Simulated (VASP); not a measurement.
# MoSe2 (P6_3/mmc) in VASP: relaxation of cell and atoms with PBEsol

Aim: the relaxation of cell and atoms of MoSe2 with PBEsol.

All numbers are computed with VASP 6.6.1; they aren't measurements. Logs are shortened: lines on timing, memory, paths and dates and some standing lists are left out, and cuts for length are marked.

### 1 The cell of the first run

The structure is hexagonal, space group P6_3/mmc (No. 194). The conventional cell has a = 3.288 Å, b = 3.288 Å, c = 12.900 Å, α = 90.00°, β = 90.00°, γ = 120.00°. Mo (site symmetry -6m2) has 6 Se at 2.49 Å and 6 Mo at 3.29 Å within 3.3 Å. Within 3.3 Å of Se (site symmetry 3m) lie 3 Mo at 2.49 Å and 7 Se at 3.22 to 3.29 Å.

### 2 Relaxation of cell and atoms, PBEsol

INCAR reads:

```
ALGO     = Normal         # electronic algorithm
EDIFF    = 1E-7           # SCF threshold, eV
EDIFFG   = -0.002         # ionic threshold
ENCUT    = 500            # plane-wave cutoff, eV
GGA      = PS             # functional
GGA_COMPAT= F            
IBRION   = 2              # ionic algorithm
ISIF     = 3              # what is computed and relaxed
ISMEAR   = -1             # smearing method
LASPH    = T              # aspherical terms in the spheres
LCHARG   = F              # write CHGCAR
LREAL    = F              # projectors in reciprocal space
LWAVE    = F              # write WAVECAR
NELM     = 120            # most SCF steps
NELMIN   = 4            
NSW      = 100            # ionic steps
PREC     = Accurate       # precision mode
SIGMA    = 0.08           # smearing width, eV
```

KPOINTS reads:

```
k-points
0
Gamma
  12 12 4
```

POSCAR reads:

```
MoSe2
1.0
    3.2880000000      0.0000000000      0.0000000000
   -1.6440000000      2.8474915276      0.0000000000
    0.0000000000      0.0000000000     12.9000000000
Mo Se
2 4
Direct
    0.3333333333      0.6666666667      0.2500000000
    0.6666666667      0.3333333333      0.7500000000
    0.3333333333      0.6666666667      0.6250000000
    0.6666666667      0.3333333333      0.1250000000
    0.3333333333      0.6666666667      0.8750000000
    0.6666666667      0.3333333333      0.3750000000
```

Potentials or basis: VASP PAW PBE potentials, release 64 (Mo_sv, Se).

Run with:

```console
$ cat potpaw_PBE.64/Mo_sv/POTCAR potpaw_PBE.64/Se/POTCAR > POTCAR
$ mpirun -np 1 vasp_std > vasp.out
```

OUTCAR:

```text
EDIFF = 1E-7
   EDIFFG = -0.002
   ENCUT = 500
   GGA = PS
   IBRION = 2
   ISIF = 3
   ISMEAR = -1
   LASPH = T
   LREAL = F
   NELM = 120
   NELMIN = 4
   NSW = 100
   PREC = Accurate

 ion  position               nearest neighbor table
   1  0.333  0.667  0.250-   4 2.49   6 2.49   4 2.49   6 2.49   4 2.49   6 2.49
   2  0.667  0.333  0.750-   3 2.49   5 2.49   3 2.49   5 2.49   3 2.49   5 2.49
   3  0.333  0.667  0.625-   2 2.49   2 2.49   2 2.49
   4  0.667  0.333  0.125-   1 2.49   1 2.49   1 2.49
   5  0.333  0.667  0.875-   2 2.49   2 2.49   2 2.49
   6  0.667  0.333  0.375-   1 2.49   1 2.49   1 2.49

  LATTYP: Found a hexagonal cell.
 ALAT       =     3.2880000000
 C/A-ratio  =     3.9233576642

  Lattice vectors:

 A1 = (   3.2880000000,   0.0000000000,   0.0000000000)
 A2 = (  -1.6440000000,   2.8474915276,   0.0000000000)
 A3 = (   0.0000000000,   0.0000000000,  12.9000000000)

Analysis of symmetry for initial positions (statically):
=====================================================================
 Subroutine PRICEL returns:
 Original cell was already a primitive cell.

 Routine SETGRP: Setting up the symmetry group for a
 hexagonal supercell.

 Subroutine GETGRP returns: Found 24 space group operations
 (whereof 12 operations were pure point group operations)
 out of a pool of 24 trial point group operations.

The static configuration has the point symmetry D_3d.
 The point group associated with its full space group is D_6h.

Analysis of symmetry for dynamics (positions and initial velocities):
=====================================================================
 Subroutine PRICEL returns:
 Original cell was already a primitive cell.

 Routine SETGRP: Setting up the symmetry group for a
 hexagonal supercell.

 Subroutine GETGRP returns: Found 24 space group operations
 (whereof 12 operations were pure point group operations)
 out of a pool of 24 trial point group operations.

The dynamic configuration has the point symmetry D_3d.
 The point group associated with its full space group is D_6h.

 Subroutine INISYM returns: Found 24 space group operations
 (whereof 12 operations are pure point group operations),
 and found     1 'primitive' translations

----------------------------------------------------------------------------------------

[... 119 lines left out ...]
     AMIX     =   0.40;   BMIX     =  1.00
     AMIX_MAG =   1.60;   BMIX_MAG =  1.00
  volume/ion in A,a.u.               =      20.13       135.84
  Fermi-wavevector in a.u.,A,eV,Ry     =   1.236179  2.336039 20.791580  1.528138
  Thomas-Fermi vector in A             =   2.370798
   LORBIT       =      0    0 simple, 1 ext, 2 COOP (PROOUT), +10 PAW based schemes
   GGA     = PS    functional components
   LHFCALC =     F    Hartree Fock is set to
   AEXX    =    0.0000 exact exchange contribution
   IVDW    =     0    specifies the selected vdW correction
   LEPSILON=     F    determine dielectric tensor
   LRPA    =     F    only Hartree local field effects (RPA)
 conjugate gradient relaxation of ions
 non-spin polarized calculation
  energy-cutoff  :      500.00
  volume of cell :      120.78
 maximum number of plane-waves:      3114
 NGX is ok and might be reduce to    24
   NGX = 11   NGY = 11   NGZ = 47

--------------------------------------- Ionic step        1  -------------------------------------------

 number of electron      52.0000001 magnetization

 Free energy of the ion-electron system (eV)
  ---------------------------------------------------
  ext. energy  EPLUGINS =         0.00000000
  ---------------------------------------------------
  free energy    TOTEN  =       -43.17836013 eV

  energy without entropy =      -43.17807471  energy(sigma->0) =      -43.17821742

------------------------ aborting loop because EDIFF is reached ----------------------------------------

  FORCE on cell =-STRESS in cart. coord.  units (eV):
  Direction    XX          YY          ZZ          XY          YZ          ZX
  --------------------------------------------------------------------------------------
  -------------------------------------------------------------------------------------
  Total        1.2307121      1.2307121      5.5853179      0.0000000     -0.0000000      0.0000000
  in kB       16.3261238     16.3261238     74.0925458      0.0000000     -0.0000000      0.0000000
  external PRESSURE =      35.5815978 kB  Pullay stress =       0.0000000 kB
[... 101 lines left out ...]
  FREE ENERGIE OF THE ION-ELECTRON SYSTEM (eV)
  ---------------------------------------------------
  free  energy   TOTEN  =       -43.2505399341 eV

  energy  without entropy=      -43.2503409457  energy(sigma->0) =      -43.25044044

[... ionic steps 4 to 14 ...]

--------------------------------------- Ionic step       15  -------------------------------------------

 number of electron      51.9999998 magnetization

------------------------ aborting loop because EDIFF is reached ----------------------------------------
[... 75 lines left out ...]
--------------------------------------- Ionic step       17  -------------------------------------------

 number of electron      51.9999998 magnetization

 Free energy of the ion-electron system (eV)
  ---------------------------------------------------
  ext. energy  EPLUGINS =         0.00000000
  ---------------------------------------------------
  free energy    TOTEN  =       -43.26270894 eV

  energy without entropy =      -43.26253278  energy(sigma->0) =      -43.26262086

 E-fermi :   6.5834     XC(G=0): -10.7914

 val. band max:        6.1771359845   @ k =   0.0000   0.0000   0.0000
 cond. band min:       7.0876292319   @ k =   0.1667   0.1667   0.0000
 fundamental gap:      0.9104932474
 Fermi energy:         6.5833581506

 k-point     1 :       0.0000    0.0000    0.0000
  band No.  band energies     occupation
      1     -54.8195      2.00000
      2     -54.8195      2.00000
      3     -29.0306      2.00000
      4     -29.0306      2.00000
      5     -28.8177      2.00000
      6     -28.8177      2.00000
[... 805 lines left out ...]
     30       8.0851      0.00000
     31       8.7885      0.00000

 [... further k-points ...]

------------------------ aborting loop because EDIFF is reached ----------------------------------------

  FORCE on cell =-STRESS in cart. coord.  units (eV):
  Direction    XX          YY          ZZ          XY          YZ          ZX
  --------------------------------------------------------------------------------------
  -------------------------------------------------------------------------------------
  Total       -0.0052559     -0.0052559      0.0057398      0.0000000      0.0000000      0.0000000
  in kB       -0.0692108     -0.0692108      0.0755834      0.0000000      0.0000000      0.0000000
  external PRESSURE =      -0.0209461 kB  Pullay stress =       0.0000000 kB
[... 21 lines left out ...]
  FREE ENERGIE OF THE ION-ELECTRON SYSTEM (eV)
  ---------------------------------------------------
  free  energy   TOTEN  =       -43.2627089355 eV

  energy  without entropy=      -43.2625327757  energy(sigma->0) =      -43.26262086

 reached required accuracy - stopping structural energy minimisation
```

Wall time 23 min (1 thread of Intel Xeon Platinum 8488C (Sapphire Rapids), shared host); peak memory 0.33 GiB.

What came out:

```yaml
Free_energy: -43.2627 eV
Relaxed_volume: 20.28 Å³/atom
Relaxed_cell: a = 3.272 Å, b = 3.272 Å, c = 13.125 Å, α = 90.00°, β = 90.00°, γ = 120.00°
Space_group_after_relaxing_to_0.1_Å: P6_3/mmc (No. 194)
Energy_gained_by_relaxing: 14.1 meV/atom
Ionic_steps: 17
Pressure_after_relaxing: 0.0 GPa
Band_gap_on_the_k_mesh: 0.91 eV (least direct gap 1.49 eV)
```

The path:
```tsv
step	energy change (eV)	largest force (eV/Å)	pressure (GPa)	volume (Å³)
1	0.0000	0.8475	3.56	120.78
2	0.1478	1.1587	-7.74	128.71
3	-0.0722	0.0359	-1.08	123.58
4	-0.0723	0.0583	-0.94	123.49
5	-0.0843	0.0062	-0.04	122.07
6	-0.0843	0.0050	-0.02	122.03
7	-0.0843	0.0074	0.00	122.01
8	-0.0843	0.0146	0.05	121.92
9	-0.0843	0.0144	0.05	121.92
10	-0.0843	0.0135	0.04	121.91
11	-0.0843	0.0120	0.03	121.89
12	-0.0843	0.0089	0.02	121.86
13	-0.0843	0.0028	-0.02	121.80
14	-0.0843	0.0000	-0.03	121.77
15	-0.0843	0.0008	-0.02	121.72
16	-0.0843	0.0018	0.00	121.67
17	-0.0843	0.0002	0.00	121.67
```

Final structure:
```yaml
crystal:
  lattice:
    - [3.27170, 0.00000, 0.00000]
    - [-1.63585, 2.83338, 0.00000]
    - [0.00000, 0.00000, 13.12519]
  atoms:
    - { symbol: Mo, position: [0.33333, 0.66667, 0.25000] }
    - { symbol: Mo, position: [0.66667, 0.33333, 0.75000] }
    - { symbol: Se, position: [0.33333, 0.66667, 0.62305] }
    - { symbol: Se, position: [0.66667, 0.33333, 0.12305] }
    - { symbol: Se, position: [0.33333, 0.66667, 0.87695] }
    - { symbol: Se, position: [0.66667, 0.33333, 0.37695] }
```

Caveat: the PAW data sets were made with another functional, which shifts forces and pressure a little; this functional lacks dispersion, which binds the layers, so the pressure and a relaxed spacing across them are unreliable. A k mesh can miss the band edges.
